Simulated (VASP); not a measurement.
A run of VASP 6.6.1 is set up as follows.

File INCAR:

```
SYSTEM = Rh
ALGO     = Fast           ! electronic algorithm
EDIFF    = 1E-7           ! SCF threshold, eV
ENCUT    = 520            ! plane-wave cutoff, eV
GGA      = PS             ! functional
ISIF     = 2              ! what is computed and relaxed
ISMEAR   = 0              ! smearing method
LASPH    = .True.         ! aspherical terms in the spheres
LCHARG   = .False.        ! write CHGCAR
LREAL    = .False.        ! projectors in reciprocal space
LWAVE    = .False.        ! write WAVECAR
NBANDS   = 22             ! bands
NELM     = 60             ! most SCF steps
PREC     = Accurate       ! precision mode
SIGMA    = 0.1            ! smearing width, eV
```

File KPOINTS:

```
k-points
0
Gamma
  12 12 4
  0 0 0
```

Contents of POSCAR:

```
Rh
1.0
    2.6824015950      0.0000000000      0.0000000000
   -1.3412007975      2.3230279244      0.0000000000
    0.0000000000      0.0000000000      4.3380718962
Rh
2
Direct
    0.6666666667      0.3333333333      0.7500000000
    0.3333333333      0.6666666667      0.2500000000
```

Potentials or basis: VASP PAW PBE potentials, release 64 (Rh_pv).

Launch:

```sh
$ cat potpaw_PBE.64/Rh_pv/POTCAR > POTCAR
$ mpirun -np 1 vasp_std > vasp.out
```

(1) Estimate the band gap on the k mesh.

(2) Estimate the pressure.

Results:

(1) zero (band 15 reaches 12.82 eV, above the bottom of band 16 at 10.32 eV).

(2) 0.2 GPa.

Caveat: the k points lie up to 0.36 Å⁻¹ apart; the PAW data sets were made with another functional, which shifts forces and pressure a little.
